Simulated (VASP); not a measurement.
MgSnO4, 6 atoms in the cell. It takes space group P6/mmm (No. 191, hexagonal). The conventional cell has a = 3.801 Å, b = 3.801 Å, c = 9.070 Å, α = 90.00°, β = 90.00°, γ = 120.00°. Within 2.9 Å of Mg (site symmetry 6/mmm) lie 6 O at 2.19 Å. Sn (site symmetry 6/mmm) has 6 O at 2.19 Å within 2.9 Å. O (site symmetry -6m2) has 3 O at 2.19 Å and 3 Sn at 2.19 Å within 2.9 Å. O (site symmetry -6m2) has 3 O at 2.19 Å and 3 Mg at 2.19 Å within 2.9 Å. The cell was generated, and may not be a known phase.

```yaml
Program: VASP 6.6.1
Task: relaxation of cell and atoms
Functional: PBE
Potentials_or_basis: VASP PAW PBE potentials, release 64 (Mg, Sn_d, O)
Cutoff: 600 eV
k_mesh: 12 × 12 × 4
Occupations: gaussian, width 0.1 eV
Spin: no spin polarisation
Dipole_correction: no
Further_INCAR_settings: ALGO = Fast; EDIFF = 1e-06; IBRION = 2; EDIFFG = -0.01; NSW = 100; ISIF = 3
```

Potentials or basis: VASP PAW PBE potentials, release 64 (Mg, Sn_d, O).

Run with:

```bash
$ cat potpaw_PBE.64/Mg/POTCAR potpaw_PBE.64/Sn_d/POTCAR potpaw_PBE.64/O/POTCAR > POTCAR
$ mpirun -np 1 vasp_std > vasp.out
```

Hardware: 1 thread of Oxide Virtual Turin-like Processor, on a shared host.

Problem. How long does it take, and how much memory?

Solution. It took 60 min on 1 thread of Oxide Virtual Turin-like Processor, on a shared host, peak memory 0.35 GiB. Counts: scf iterations 140, k points 57, ion steps 13.
